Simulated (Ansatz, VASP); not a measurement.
## Two plane-wave programs on Co

```
Co
1.0
     2.50540    0.00000    0.00000
    -1.25270    2.16974    0.00000
     0.00000    0.00000    4.08930
Co
2
Direct
  0.33333 0.66667 0.25000
  0.66667 0.33333 0.75000
```

Alike in both runs: task single point; functional PBE; k mesh 14 × 14 × 7; occupations fermi-dirac, width 0.05 eV; collinear spin.

|  | VASP | Ansatz |
| --- | --- | --- |
| version | VASP 6.6.1 | Ansatz 0.2.0 |
| potentials or method | VASP PAW PBE potentials, release 64 (Co), cutoff 520 eV | PAW, plane waves, scalar-relativistic |
| valence electrons in the cell | 18 | 34 |

VASP gave:

- pressure (GPa): -5.3
- traceless stress, the component that is largest in VASP (GPa): -1.75
- net moment per atom (μB): 1.62
- size of the moment on the site where the two differ most (μB): 1.65

Task: What did Ansatz give for the same quantities?

Result: Pressure (GPa): -4.5; traceless stress, the component that is largest in VASP (GPa): -1.71; net moment per atom (μB): 1.64; size of the moment on the site where the two differ most (μB): 1.71.

Site moments also hang on the region over which each program counts them. The functional is the same, so the differences come from potentials, cutoffs and numerics. VASP's potentials hold 18 valence electrons a cell and Ansatz's 34, so a difference there can come from the potentials and not from the codes.
